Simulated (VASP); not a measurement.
# NaHF2 (R-3m) in VASP: a series of runs, part 2 of 2

VASP 6.6.1.

## 3. Single point, PBEsol+D3(BJ)

This run uses another cell than the first one, of 8.69 Å³/atom.

File INCAR:

```
SYSTEM = NaHF2
PREC = Accurate
ENCUT = 520
EDIFF = 1E-6
ISMEAR = 0
SIGMA = 0.05
LREAL = .False.
LASPH = .True.
NELM = 60
ALGO = Normal
ISIF = 2
LWAVE = .False.
LCHARG = .False.
GGA = PS
IVDW = 12
NBANDS = 19
```

File KPOINTS:

```
Automatic mesh
0
Gamma
  9 9 9
  0 0 0
```

File POSCAR:

```
NaHF2
1.0
    1.6739000000      0.9664266156      3.5822333333
   -1.6739000000      0.9664266156      3.5822333333
    0.0000000000     -1.9328532312      3.5822333333
Na H F
1 1 2
Direct
    0.0000000000      0.0000000000      0.0000000000
    0.5000000000      0.5000000000      0.5000000000
    0.4168825606      0.4168825606      0.4168825606
    0.5831174394      0.5831174394      0.5831174394
```

Potentials or basis: VASP PAW PBE potentials, release 64 (Na_pv, H, F).

On the command line:

```bash
$ cat potpaw_PBE.64/Na_pv/POTCAR potpaw_PBE.64/H/POTCAR potpaw_PBE.64/F/POTCAR > POTCAR
$ mpirun -np 1 vasp_std > vasp.out
```

OUTCAR:

```text
SYSTEM = NaHF2
   PREC = Accurate
   ENCUT = 520
   EDIFF = 1E-6
   ISMEAR = 0
   LREAL = .False.
   LASPH = .True.
   NELM = 60
   ISIF = 2
   GGA = PS
   IVDW = 12
 IVDW          = 12

 ion  position               nearest neighbor table
   1  0.000  0.000  0.000-   4 2.13   4 2.13   3 2.13   3 2.13   4 2.13   3 2.13
   2  0.500  0.500  0.500-   3 0.89   4 0.89
   3  0.417  0.417  0.417-   2 0.89   4 1.79   1 2.13   1 2.13   1 2.13
   4  0.583  0.583  0.583-   2 0.89   3 1.79   1 2.13   1 2.13   1 2.13

  LATTYP: Found a trigonal (rhomboedric) cell.
 ALAT       =     4.0704197901
 COS(alpha) =     0.6617711787

  Lattice vectors:

 A1 = (   1.6739000000,   0.9664266156,   3.5822333333)
 A2 = (  -1.6739000000,   0.9664266156,   3.5822333333)
 A3 = (   0.0000000000,  -1.9328532312,   3.5822333333)

Analysis of symmetry for initial positions (statically):
=====================================================================
 Subroutine PRICEL returns:
 Original cell was already a primitive cell.

 Routine SETGRP: Setting up the symmetry group for a
 trigonal (rhombohedral) supercell.

 Subroutine GETGRP returns: Found 12 space group operations
 (whereof 12 operations were pure point group operations)
 out of a pool of 12 trial point group operations.

The static configuration has the point symmetry D_3d.

Analysis of symmetry for dynamics (positions and initial velocities):
=====================================================================
 Subroutine PRICEL returns:
 Original cell was already a primitive cell.

 Routine SETGRP: Setting up the symmetry group for a
 trigonal (rhombohedral) supercell.

 Subroutine GETGRP returns: Found 12 space group operations
 (whereof 12 operations were pure point group operations)
 out of a pool of 12 trial point group operations.

The dynamic configuration has the point symmetry D_3d.

 Subroutine INISYM returns: Found 12 space group operations
 (whereof 12 operations are pure point group operations),
 and found     1 'primitive' translations

----------------------------------------------------------------------------------------

                                     Primitive cell

  volume of cell :      34.7699

  direct lattice vectors                    reciprocal lattice vectors
     1.673900000  0.966426616  3.582233333     0.298703626  0.172456619  0.093051821
    -1.673900000  0.966426616  3.582233333    -0.298703626  0.172456619  0.093051821
     0.000000000 -1.932853231  3.582233333     0.000000000 -0.344913238  0.093051821

  length of vectors
     4.070419790  4.070419790  4.070419790     0.357244710  0.357244710  0.357244710

  position of ions in fractional coordinates (direct lattice)
     0.000000000  0.000000000  0.000000000
     0.500000000  0.500000000  0.500000000
     0.416882561  0.416882561  0.416882561
     0.583117439  0.583117439  0.583117439

  ion indices of the primitive-cell ions
   primitive index   ion index
                 1           1
                 2           2
                 3           3
                 4           4

----------------------------------------------------------------------------------------

 KPOINTS: Automatic mesh

Automatic generation of k-mesh.
 Grid dimensions read from file:
 generate k-points for:    9    9    9

 Generating k-lattice:

  Cartesian coordinates                     Fractional coordinates (reciprocal lattice)
     0.033189292  0.019161847  0.010339091     0.111111111  0.000000000  0.000000000
    -0.033189292  0.019161847  0.010339091     0.000000000  0.111111111  0.000000000
     0.000000000 -0.038323693  0.010339091     0.000000000  0.000000000  0.111111111

  Length of vectors
     0.039693857  0.039693857  0.039693857

  Shift w.r.t. Gamma in fractional coordinates (k-lattice)
     0.000000000  0.000000000  0.000000000

 Subroutine IBZKPT returns following result:
 ===========================================

 Found     85 irreducible k-points:

 Following reciprocal coordinates:
            Coordinates               Weight
  0.000000  0.000000  0.000000      1.000000
  0.111111 -0.000000 -0.000000      6.000000
  0.222222 -0.000000  0.000000      6.000000
  0.333333 -0.000000  0.000000      6.000000
  0.444444 -0.000000  0.000000      6.000000
  0.111111  0.111111 -0.000000      6.000000
[... 16 lines left out ...]
 -0.333333  0.333333  0.000000      6.000000
  0.444444  0.444444  0.000000      6.000000
 [... further k-points ...]
   k-points           NKPTS =     85   k-points in BZ     NKDIM =     85   number of bands    NBANDS=     19
   number of dos      NEDOS =    301   number of ions     NIONS =      4
   total plane-waves  NPLWV =  27000
   dimension x,y,z NGX =    30 NGY =   30 NGZ =   30
   dimension x,y,z NGXF=    60 NGYF=   60 NGZF=   60
   ions per type =               1   1   2
   NGX,Y,Z   is equivalent  to a cutoff of  12.25, 12.25, 12.25 a.u.
   NGXF,Y,Z  is equivalent  to a cutoff of  24.51, 24.51, 24.51 a.u.
 SYSTEM =  NaHF2
   PREC   = accura    normal or accurate (medium, high low for compatibility)
   ISTART =      0    job   : 0-new  1-cont  2-samecut
   ICHARG =      2    charge: 1-file 2-atom 10-const
   ISPIN  =      1    spin polarized calculation?
   LNONCOLLINEAR =      F non collinear calculations
   LSORBIT =      F    spin-orbit coupling
   LASPH  =      T    aspherical Exc in radial PAW
   ENCUT  =  520.0 eV  38.22 Ry    6.18 a.u.   7.57  7.57  7.57*2*pi/ulx,y,z
   NELM   =     60;   NELMIN=  2; NELMDL= -5     # of ELM steps
   EDIFF  = 0.1E-05   stopping-criterion for ELM
   LREAL  =      F    real-space projection
   EDIFFG = 0.1E-04   stopping-criterion for IOM
   NSW    =      0    number of steps for IOM
   IBRION =     -1    ionic relax: 0-MD 1-quasi-New 2-CG
   NFREE  =      0    steps in history (QN), initial steepest desc. (CG)
   ISIF   =      2    stress and relaxation
   ISYM   =      2    0-nonsym 1-usesym 2-fastsym
   POTIM  = 0.5000    time-step for ionic-motion
   TEBEG  =    0.0;   TEEND  =   0.0 temperature during run
   PSTRESS=    0.0 pullay stress
   NELECT =      22.0000    total number of electrons
   NUPDOWN=      -1.0000    fix difference up-down
   EMIN   =  10.00;   EMAX   =-10.00  energy-range for DOS
   EFERMI =   0.00;   METHOD = LEGACY
   ISMEAR =     0;   SIGMA  =   0.05  broadening in eV -4-tet -1-fermi 0-gaus
   EFERMI_NEDOS =   21; number of points for ismear=-14 and -15
   IALGO  =     38    algorithm
   IMIX   =      4    mixing-type and parameters
     AMIX     =   0.40;   BMIX     =  1.00
     AMIX_MAG =   1.60;   BMIX_MAG =  1.00
  volume/ion in A,a.u.               =       8.69        58.66
  Fermi-wavevector in a.u.,A,eV,Ry     =   1.405447  2.655910 26.875343  1.975282
  Thomas-Fermi vector in A             =   2.527907
   LORBIT       =      0    0 simple, 1 ext, 2 COOP (PROOUT), +10 PAW based schemes
   GGA     = PS    functional components
   LHFCALC =     F    Hartree Fock is set to
   AEXX    =    0.0000 exact exchange contribution
   IVDW    =    12    specifies the selected vdW correction
   LEPSILON=     F    determine dielectric tensor
   LRPA    =     F    only Hartree local field effects (RPA)
 non-spin polarized calculation
 Gauss-broadening in eV      SIGMA  =   0.05
  energy-cutoff  :      520.00
  volume of cell :       34.77
 maximum number of plane-waves:       949
   NGX = 15   NGY = 15   NGZ = 15

 number of electron      21.9999997 magnetization

 Free energy of the ion-electron system (eV)
  ---------------------------------------------------
  ext. energy  EPLUGINS =         0.00000000
  ---------------------------------------------------
  free energy    TOTEN  =       -13.93830312 eV

  energy without entropy =      -13.93830312  energy(sigma->0) =      -13.93830312

 E-fermi :  -0.8540     XC(G=0):  -9.5966

 val. band max:       -1.1411187545   @ k =   0.0000   0.0000   0.0000
 cond. band min:       5.4263872192   @ k =   0.0000   0.0000   0.0000
 fundamental gap:      6.5675059737
 Fermi energy:        -0.8540303575

 k-point     1 :       0.0000    0.0000    0.0000
  band No.  band energies     occupation
      1     -25.8229      2.00000
      2     -21.3816      2.00000
      3     -20.0005      2.00000
      4     -20.0005      2.00000
      5     -19.7136      2.00000
      6      -9.2663      2.00000
[... 505 lines left out ...]
      6      -8.4179      2.00000
[... 11 lines left out ...]
     18      21.1450      0.00000
     19      23.1398      0.00000

 [... further k-points ...]

------------------------ aborting loop because EDIFF is reached ----------------------------------------

 Edisp (eV)   -0.38315

 E8    (eV) :    -0.2286

  FORCE on cell =-STRESS in cart. coord.  units (eV):
  Direction    XX          YY          ZZ          XY          YZ          ZX
  --------------------------------------------------------------------------------------
  -------------------------------------------------------------------------------------
  Total       2.47401     2.47401    34.98959     0.00000     0.00000     0.00000
  in kB     114.00087   114.00087  1612.30028     0.00000     0.00000     0.00000
  external pressure =      613.43 kB  Pullay stress =        0.00 kB

 VOLUME and BASIS-vectors are now :
 -----------------------------------------------------------------------------
  energy-cutoff  :      520.00
  volume of cell :       34.77
      direct lattice vectors                 reciprocal lattice vectors
     1.673900000  0.966426616  3.582233333     0.298703626  0.172456619  0.093051821
    -1.673900000  0.966426616  3.582233333    -0.298703626  0.172456619  0.093051821
     0.000000000 -1.932853231  3.582233333     0.000000000 -0.344913238  0.093051821

 POSITION                                       TOTAL-FORCE (eV/Angst)
 -----------------------------------------------------------------------------------
      0.00000      0.00000      0.00000        -0.000000      0.000000      0.000000
      0.00000      0.00000      5.37335         0.000000      0.000000      0.000000
      0.00000      0.00000      4.48011        -0.000000     -0.000000    -16.933088
      0.00000      0.00000      6.26659        -0.000000      0.000000     16.933088
 -----------------------------------------------------------------------------------
    total drift:                               -0.000000     -0.000000      0.000000

  FREE ENERGIE OF THE ION-ELECTRON SYSTEM (eV)
  ---------------------------------------------------
  free  energy   TOTEN  =       -14.3214502693 eV

  energy  without entropy=      -14.3214502693  energy(sigma->0) =      -14.32145027
```

Wall time 29 s (1 thread of AMD EPYC 9R45 (Zen 5), shared host); peak memory 0.18 GiB.

What came out:

```
Free energy                : -14.3215 eV
Pressure                   : 61.3 GPa
Largest force              : 16.933 eV/Å
Band gap on the k mesh     : 6.57 eV
Dispersion energy per atom : -0.096 eV
```

Forces on the atoms (eV/Å):
```
Na    0.000   0.000   0.000
H     0.000   0.000   0.000
F     0.000   0.000 -16.933
F     0.000   0.000  16.933
```

Caveat: the cell stands under pressure; the PAW data sets were made with another functional, which shifts forces and pressure a little; an odd mesh through Γ misses points on the zone boundary, where band edges can lie.

## 4. Single point, PBEsol+D3(BJ)

This run uses another cell than the first one, of 9.04 Å³/atom.

File INCAR:

```
SYSTEM = NaHF2
PREC     = Accurate       ! precision mode
ENCUT    = 520            ! plane-wave cutoff, eV
EDIFF    = 1E-6           ! SCF threshold, eV
ISMEAR   = 0              ! smearing method
SIGMA    = 0.05           ! smearing width, eV
LREAL    = .FALSE.        ! projectors in reciprocal space
LASPH    = .TRUE.         ! aspherical terms in the spheres
NELM     = 80             ! most SCF steps
ALGO     = Normal         ! electronic algorithm
ISIF     = 2              ! what is computed and relaxed
LWAVE    = .FALSE.        ! write WAVECAR
LCHARG   = .FALSE.        ! write CHGCAR
GGA      = PS             ! functional
IVDW     = 12             ! dispersion correction
NBANDS   = 19             ! bands
```

File KPOINTS:

```
Automatic mesh
0
G
  9 9 9
  0 0 0
```

File POSCAR:

```
NaHF2
1.0
    1.6339000000      0.9433326048      3.9112000000
   -1.6339000000      0.9433326048      3.9112000000
    0.0000000000     -1.8866652097      3.9112000000
Na H F
1 1 2
Direct
    0.0000000000      0.0000000000      0.0000000000
    0.5000000000      0.5000000000      0.5000000000
    0.4168825606      0.4168825606      0.4168825606
    0.5831174394      0.5831174394      0.5831174394
```

On the command line:

```bash
$ cat potpaw_PBE.64/Na_pv/POTCAR potpaw_PBE.64/H/POTCAR potpaw_PBE.64/F/POTCAR > POTCAR
$ mpirun -np 1 vasp_std > vasp.out
```

It took 29 s on 1 thread of AMD EPYC 9R45 (Zen 5), shared host; peak memory 0.18 GiB.

Results (log left out):

| Item | Value |
| --- | --- |
| Free energy | -16.5334 eV |
| Pressure | 35.1 GPa |
| Largest force | 7.465 eV/Å |
| Band gap on the k mesh | 7.32 eV |
| Dispersion energy per atom | -0.092 eV |

Forces on the atoms (eV/Å):
```
Na   0.000  0.000  0.000
H    0.000  0.000  0.000
F    0.000  0.000 -7.465
F    0.000  0.000  7.465
```

Stress tensor (GPa, compression positive):
```
10.79  0.00  0.00
 0.00 10.79  0.00
 0.00  0.00 83.76
```

Levels at points of the mesh, in eV from the valence-band top:
| k point | band 9 | band 10 | band 11 | band 12 | band 13 | band 14 |
| --- | --- | --- | --- | --- | --- | --- |
| (0.00, 0.00, 0.00) | -0.87 | -0.87 | 0.00 | 7.32 | 14.89 | 16.88 |

Caveat: the cell stands under pressure; the PAW data sets were made with another functional, which shifts forces and pressure a little; an odd mesh through Γ misses points on the zone boundary, where band edges can lie.

## 5. The runs side by side

```tsv
cell	gap on the mesh (eV)	pressure (GPa)	largest force (eV/Å)
a = 4.323 Å, angles 43.3°, 4 atoms	7.58	40.8	7.15
a = 4.070 Å, angles 48.6°, 4 atoms	6.57	61.3	16.93
a = 4.342 Å, angles 44.2°, 4 atoms	7.32	35.1	7.46
```

Alike in all rows: task single point; level PBEsol+D3(BJ); potentials or basis VASP PAW PBE potentials, release 64 (Na_pv, H, F); no spin polarisation; k mesh 9 × 9 × 9; cutoff (eV) 520; smearing gaussian 0.05 eV.

Caveats: the cell stands under pressure; the PAW data sets were made with another functional, which shifts forces and pressure a little; an odd mesh through Γ misses points on the zone boundary, where band edges can lie.

Total energies depend on the potentials used, so only differences within one code and one set of settings carry meaning.
